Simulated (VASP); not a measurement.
Write the native input for VASP 6.6.1 that does the following.

```
Task                   : single point
Functional             : PBE
Potentials or basis    : VASP PAW PBE potentials, release 64 (Hf_pv, B)
Cutoff                 : 520 eV
k mesh                 : 6 × 6 × 6
Occupations            : gaussian, width 0.05 eV
Spin                   : no spin polarisation
Dipole correction      : no
Further INCAR settings : ALGO = Normal; EDIFF = 1e-07; NBANDS = 15
```

The structure of HfB2 lies in POSCAR:

```
HfB2
1.0
    3.1433302019      0.0000000000      0.0000000000
   -1.5716651009      2.7222038073      0.0000000000
    0.0000000000      0.0000000000      3.4726475493
Hf B
1 2
Direct
    0.0000000000      0.0000000000      0.0000000000
    0.3333333333      0.6666666667      0.5000000000
    0.6666666667      0.3333333333      0.5000000000
```

The input as run:

INCAR

```
PREC = Accurate
ENCUT = 520
EDIFF = 1E-7
ISMEAR = 0
SIGMA = 0.05
LREAL = F
LASPH = T
NELM = 60
ALGO = Normal
ISIF = 2
LWAVE = F
LCHARG = F
GGA = PE
NBANDS = 15
```

KPOINTS

```
regular mesh
0
Gamma
  6 6 6
```

Potentials or basis: VASP PAW PBE potentials, release 64 (Hf_pv, B).

Run with:

```console
$ cat potpaw_PBE.64/Hf_pv/POTCAR potpaw_PBE.64/B/POTCAR > POTCAR
$ mpirun -np 1 vasp_std > vasp.out
```

It gave:

```
Pressure               : 1.1 GPa
Band gap on the k mesh : zero (band 8 reaches 8.43 eV, above the bottom of band 9 at 7.32 eV)
```

Caveat: the k points lie up to 0.38 Å⁻¹ apart; spin-orbit coupling is left out, which moves the levels of the heavy elements.

Wall time 23 s on 1 thread of AMD EPYC 7R13, with other jobs on the host, peak memory 0.12 GiB.
